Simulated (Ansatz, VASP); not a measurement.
**Fe in VASP and in Ansatz**

```xyz
2
Lattice="0.0000 2.7519 0.0000 2.7519 0.0000 0.0000 2.7519 2.7519 -2.7519" Properties=species:S:1:pos:R:3 pbc="T T T"
Fe    0.0000    0.0000    0.0000
Fe    1.3760    1.3760   -1.3760
```

Alike in both runs: task single point; functional LDA; k mesh 20 × 20 × 10; occupations gaussian, width 0.05 eV; collinear spin.

|  | VASP | Ansatz |
| --- | --- | --- |
| version | VASP 6.6.1 | Ansatz 0.2.0 |
| potentials or method | VASP PAW LDA potentials, release 64 (Fe), cutoff 520 eV | scalar-relativistic, plane waves, PAW |
| valence electrons in the cell | 16 | 32 |

Ansatz gave:

* pressure (GPa): 0.0
* net moment per atom (μB): 2.02
* size of the moment on the site where the two differ most (μB): 2.02

What did VASP give for the same quantities?

Pressure (GPa): -15.7; net moment per atom (μB): 0.00; size of the moment on the site where the two differ most (μB): 0.54.

The net moments are unlike, so the other rows may belong to different states. LDA's correlation is that of Perdew and Zunger in VASP and of Perdew and Wang (1992) in Ansatz. Site moments also hang on the region over which each program counts them. VASP's potentials hold 16 valence electrons a cell and Ansatz's 32, so a difference there can come from the potentials and not from the codes. Ansatz's warnings: look outside group, seeded moment not kept, stability check not made.
